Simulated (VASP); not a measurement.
# InAs (F-43m) in VASP: single point with PBEsol

Aim: the single point of InAs with PBEsol.

Program: VASP 6.6.1. These are calculated values, not measurements. Logs are shortened: lines on timing, memory, paths and dates and some standing lists are left out, and cuts for length are marked.

## Step 1: The cell of the first run

Symmetry: F-43m, No. 216, cubic system. Conventional cell: a = 5.564 Å, b = 5.564 Å, c = 5.564 Å, α = 90.00°, β = 90.00°, γ = 90.00°. In (site symmetry -43m) has 4 As at 2.41 Å within 3.2 Å. Within 3.2 Å of As (site symmetry -43m) lie 4 In at 2.41 Å.

## Step 2: Single point, PBEsol (strain -0.080 along x and y, -0.080 along z)

File INCAR:

```
PREC = Accurate ; ENCUT = 520
EDIFF = 1E-6 ; ISMEAR = 0
SIGMA = 0.15 ; LREAL = False
LASPH = True ; NELM = 60
ALGO = Normal ; ISIF = 2
LWAVE = False ; LCHARG = False
GGA = PS ; NBANDS = 16
```

File KPOINTS:

```
regular mesh
0
Gamma
  14 14 14
```

File POSCAR:

```
InAs
1.0
    0.0000000000      2.7820800000      2.7820800000
    2.7820800000      0.0000000000      2.7820800000
    2.7820800000      2.7820800000      0.0000000000
In As
1 1
Direct
    0.0000000000      0.0000000000      0.0000000000
    0.7500000000      0.7500000000      0.7500000000
```

Potentials or basis: VASP PAW PBE potentials, release 64 (In_d, As).

The run is started by

```sh
> cat potpaw_PBE.64/In_d/POTCAR potpaw_PBE.64/As/POTCAR > POTCAR
> mpirun -np 1 vasp_std > vasp.out
```

OUTCAR:

```text
PREC = Accurate
   ENCUT = 520
   EDIFF = 1E-6
   ISMEAR = 0
   LREAL = False
   LASPH = True
   NELM = 60
   ISIF = 2
   GGA = PS

 ion  position               nearest neighbor table
   1  0.000  0.000  0.000-   2 2.41   2 2.41   2 2.41   2 2.41
   2  0.750  0.750  0.750-   1 2.41   1 2.41   1 2.41   1 2.41

  LATTYP: Found a face centered cubic cell.
 ALAT       =     5.5641600000

  Lattice vectors:

 A1 = (   0.0000000000,   2.7820800000,   2.7820800000)
 A2 = (   2.7820800000,   0.0000000000,   2.7820800000)
 A3 = (   2.7820800000,   2.7820800000,   0.0000000000)

Analysis of symmetry for initial positions (statically):
=====================================================================
 Subroutine PRICEL returns:
 Original cell was already a primitive cell.

 Routine SETGRP: Setting up the symmetry group for a
 face centered cubic supercell.

 Subroutine GETGRP returns: Found 24 space group operations
 (whereof 24 operations were pure point group operations)
 out of a pool of 48 trial point group operations.

The static configuration has the point symmetry T_d .

Analysis of symmetry for dynamics (positions and initial velocities):
=====================================================================
 Subroutine PRICEL returns:
 Original cell was already a primitive cell.

 Routine SETGRP: Setting up the symmetry group for a
 face centered cubic supercell.

 Subroutine GETGRP returns: Found 24 space group operations
 (whereof 24 operations were pure point group operations)
 out of a pool of 48 trial point group operations.

The dynamic configuration has the point symmetry T_d .

 Subroutine INISYM returns: Found 24 space group operations
 (whereof 24 operations are pure point group operations),
 and found     1 'primitive' translations

----------------------------------------------------------------------------------------

                                     Primitive cell

  volume of cell :      43.0664

  direct lattice vectors                    reciprocal lattice vectors
     0.000000000  2.782080000  2.782080000    -0.179721647  0.179721647  0.179721647
     2.782080000  0.000000000  2.782080000     0.179721647 -0.179721647  0.179721647
     2.782080000  2.782080000  0.000000000     0.179721647  0.179721647 -0.179721647

  length of vectors
     3.934455268  3.934455268  3.934455268     0.311287024  0.311287024  0.311287024

  position of ions in fractional coordinates (direct lattice)
     0.000000000  0.000000000  0.000000000
     0.750000000  0.750000000  0.750000000

  ion indices of the primitive-cell ions
   primitive index   ion index
                 1           1
                 2           2

----------------------------------------------------------------------------------------

 KPOINTS: regular mesh

Automatic generation of k-mesh.
 Grid dimensions read from file:
 generate k-points for:   14   14   14

 Generating k-lattice:

  Cartesian coordinates                     Fractional coordinates (reciprocal lattice)
    -0.012837261  0.012837261  0.012837261     0.071428571  0.000000000  0.000000000
     0.012837261 -0.012837261  0.012837261     0.000000000  0.071428571  0.000000000
     0.012837261  0.012837261 -0.012837261     0.000000000  0.000000000  0.071428571

  Length of vectors
     0.022234787  0.022234787  0.022234787

  Shift w.r.t. Gamma in fractional coordinates (k-lattice)
     0.000000000  0.000000000  0.000000000

 Subroutine IBZKPT returns following result:
 ===========================================

 Found    104 irreducible k-points:

 Following reciprocal coordinates:
            Coordinates               Weight
  0.000000  0.000000  0.000000      1.000000
  0.071429  0.000000  0.000000      8.000000
  0.142857  0.000000  0.000000      8.000000
  0.214286  0.000000  0.000000      8.000000
  0.285714  0.000000  0.000000      8.000000
  0.357143  0.000000  0.000000      8.000000
[... 16 lines left out ...]
  0.214286  0.142857  0.000000     24.000000
  0.285714  0.142857  0.000000     24.000000
 [... further k-points ...]
   k-points           NKPTS =    104   k-points in BZ     NKDIM =    104   number of bands    NBANDS=     16
   number of dos      NEDOS =    301   number of ions     NIONS =      2
   total plane-waves  NPLWV =  27000
   dimension x,y,z NGX =    30 NGY =   30 NGZ =   30
   dimension x,y,z NGXF=    60 NGYF=   60 NGZF=   60
   ions per type =               1   1
   NGX,Y,Z   is equivalent  to a cutoff of  12.68, 12.68, 12.68 a.u.
   NGXF,Y,Z  is equivalent  to a cutoff of  25.35, 25.35, 25.35 a.u.
 SYSTEM =  unknown system
   PREC   = accura    normal or accurate (medium, high low for compatibility)
   ISTART =      0    job   : 0-new  1-cont  2-samecut
   ICHARG =      2    charge: 1-file 2-atom 10-const
   ISPIN  =      1    spin polarized calculation?
   LNONCOLLINEAR =      F non collinear calculations
   LSORBIT =      F    spin-orbit coupling
   LASPH  =      T    aspherical Exc in radial PAW
   ENCUT  =  520.0 eV  38.22 Ry    6.18 a.u.   7.32  7.32  7.32*2*pi/ulx,y,z
   NELM   =     60;   NELMIN=  2; NELMDL= -5     # of ELM steps
   EDIFF  = 0.1E-05   stopping-criterion for ELM
   LREAL  =      F    real-space projection
   EDIFFG = 0.1E-04   stopping-criterion for IOM
   NSW    =      0    number of steps for IOM
   IBRION =     -1    ionic relax: 0-MD 1-quasi-New 2-CG
   NFREE  =      0    steps in history (QN), initial steepest desc. (CG)
   ISIF   =      2    stress and relaxation
   ISYM   =      2    0-nonsym 1-usesym 2-fastsym
   POTIM  = 0.5000    time-step for ionic-motion
   TEBEG  =    0.0;   TEEND  =   0.0 temperature during run
   PSTRESS=    0.0 pullay stress
   NELECT =      18.0000    total number of electrons
   NUPDOWN=      -1.0000    fix difference up-down
   EMIN   =  10.00;   EMAX   =-10.00  energy-range for DOS
   EFERMI =   0.00;   METHOD = LEGACY
   ISMEAR =     0;   SIGMA  =   0.15  broadening in eV -4-tet -1-fermi 0-gaus
   EFERMI_NEDOS =   21; number of points for ismear=-14 and -15
   IALGO  =     38    algorithm
   IMIX   =      4    mixing-type and parameters
     AMIX     =   0.40;   BMIX     =  1.00
     AMIX_MAG =   1.60;   BMIX_MAG =  1.00
  volume/ion in A,a.u.               =      21.53       145.31
  Fermi-wavevector in a.u.,A,eV,Ry     =   1.224013  2.313049 20.384357  1.498208
  Thomas-Fermi vector in A             =   2.359103
   LORBIT       =      0    0 simple, 1 ext, 2 COOP (PROOUT), +10 PAW based schemes
   GGA     = PS    functional components
   LHFCALC =     F    Hartree Fock is set to
   AEXX    =    0.0000 exact exchange contribution
   IVDW    =     0    specifies the selected vdW correction
   LEPSILON=     F    determine dielectric tensor
   LRPA    =     F    only Hartree local field effects (RPA)
 non-spin polarized calculation
 Gauss-broadening in eV      SIGMA  =   0.15
  energy-cutoff  :      520.00
  volume of cell :       43.07
 maximum number of plane-waves:      1211
 NGX is ok and might be reduce to    30
   NGX = 15   NGY = 15   NGZ = 15

 number of electron      18.0000007 magnetization

 Free energy of the ion-electron system (eV)
  ---------------------------------------------------
  ext. energy  EPLUGINS =         0.00000000
  ---------------------------------------------------
  free energy    TOTEN  =        -7.56474979 eV

  energy without entropy =       -7.56474977  energy(sigma->0) =       -7.56474978

 E-fermi :   7.7846     XC(G=0): -10.4199

 val. band max:        7.3276444638   @ k =   0.0000   0.0000   0.0000
 cond. band min:       8.2432499206   @ k =   0.5000   0.5000   0.0000
 fundamental gap:      0.9156054569
 Fermi energy:         7.7845862602

 k-point     1 :       0.0000    0.0000    0.0000
  band No.  band energies     occupation
      1      -7.8284      2.00000
      2      -7.8284      2.00000
      3      -7.8284      2.00000
      4      -7.5531      2.00000
      5      -7.5531      2.00000
      6      -6.5380      2.00000
[... 8 lines left out ...]
     15      17.6421      0.00000
     16      17.6421      0.00000

 k-point     2 :       0.0714    0.0000    0.0000
  band No.  band energies     occupation
      1      -7.8536      2.00000
      2      -7.8237      2.00000
      3      -7.8237      2.00000
      4      -7.5534      2.00000
      5      -7.5534      2.00000
      6      -6.4486      2.00000
[... 8 lines left out ...]
     15      16.8571      0.00000
     16      16.8571      0.00000

 k-point     3 :       0.1429    0.0000    0.0000
  band No.  band energies     occupation
      1      -7.9146      2.00000
      2      -7.8111      2.00000
      3      -7.8111      2.00000
      4      -7.5540      2.00000
      5      -7.5540      2.00000
      6      -6.1962      2.00000
[... 8 lines left out ...]
     15      16.2308      0.00000
     16      16.3894      0.00000

 k-point     4 :       0.2143    0.0000    0.0000
  band No.  band energies     occupation
      1      -7.9867      2.00000
      2      -7.7943      2.00000
      3      -7.7943      2.00000
      4      -7.5530      2.00000
      5      -7.5530      2.00000
      6      -5.8105      2.00000
[... 8 lines left out ...]
     15      16.0253      0.00000
     16      16.0253      0.00000
[... 324 lines left out ...]
 k-point    22 :       0.1429    0.1429    0.0000
  band No.  band energies     occupation
      1      -7.9508      2.00000
      2      -7.7942      2.00000
      3      -7.7942      2.00000
      4      -7.5707      2.00000
      5      -7.5435      2.00000
      6      -6.0915      2.00000
[... 8 lines left out ...]
     15      17.4577      0.00000
     16      17.8420      0.00000

 k-point    23 :       0.2143    0.1429    0.0000
  band No.  band energies     occupation
      1      -8.0023      2.00000
      2      -7.7790      2.00000
      3      -7.7762      2.00000
      4      -7.5787      2.00000
      5      -7.5392      2.00000
      6      -5.8122      2.00000
[... 8 lines left out ...]
     15      17.5900      0.00000
     16      17.9754      0.00000

 k-point    24 :       0.2857    0.1429    0.0000
  band No.  band energies     occupation
      1      -8.0556      2.00000
      2      -7.7661      2.00000
      3      -7.7580      2.00000
      4      -7.5823      2.00000
      5      -7.5348      2.00000
      6      -5.4084      2.00000
[... 8 lines left out ...]
     15      17.5873      0.00000
     16      17.6643      0.00000

 [... further k-points ...]

------------------------ aborting loop because EDIFF is reached ----------------------------------------

  FORCE on cell =-STRESS in cart. coord.  units (eV):
  Direction    XX          YY          ZZ          XY          YZ          ZX
  --------------------------------------------------------------------------------------
  -------------------------------------------------------------------------------------
  Total        7.6412812      7.6412812      7.6412812      0.0000000     -0.0000000     -0.0000000
  in kB      284.2745130    284.2745130    284.2745130      0.0000000     -0.0000000     -0.0000000
  external PRESSURE =     284.2745130 kB  Pullay stress =       0.0000000 kB

 VOLUME and BASIS-vectors are now :
 -----------------------------------------------------------------------------
  energy-cutoff  :      520.00
  volume of cell :       43.07
      direct lattice vectors                 reciprocal lattice vectors
     0.000000000  2.782080000  2.782080000    -0.179721647  0.179721647  0.179721647
     2.782080000  0.000000000  2.782080000     0.179721647 -0.179721647  0.179721647
     2.782080000  2.782080000  0.000000000     0.179721647  0.179721647 -0.179721647

 POSITION                                       TOTAL-FORCE (eV/Angst)
 -----------------------------------------------------------------------------------
      0.00000      0.00000      0.00000         0.000000      0.000000      0.000000
      4.17312      4.17312      4.17312        -0.000000     -0.000000     -0.000000
 -----------------------------------------------------------------------------------
    total drift:                               -0.000000     -0.000000     -0.000000

  FREE ENERGIE OF THE ION-ELECTRON SYSTEM (eV)
  ---------------------------------------------------
  free  energy   TOTEN  =        -7.5647497874 eV

  energy  without entropy=       -7.5647497689  energy(sigma->0) =       -7.56474978
```

Wall time 33 s (1 thread of Intel Xeon 6975P-C (Granite Rapids), shared host); peak memory 0.21 GiB.

Results:

| Item | Value |
| --- | --- |
| Free energy | -7.5647 eV |
| Pressure | 28.4 GPa |
| Band gap on the k mesh | 0.92 eV, indirect (least direct gap 0.96 eV) |

Caveat: the cell differs from its parent crystal (strain -0.080 along x and y, -0.080 along z); the PAW data sets were made with another functional, which shifts forces and pressure a little; spin-orbit coupling is left out, which moves the levels of the heavy elements. A k mesh can miss the band edges.
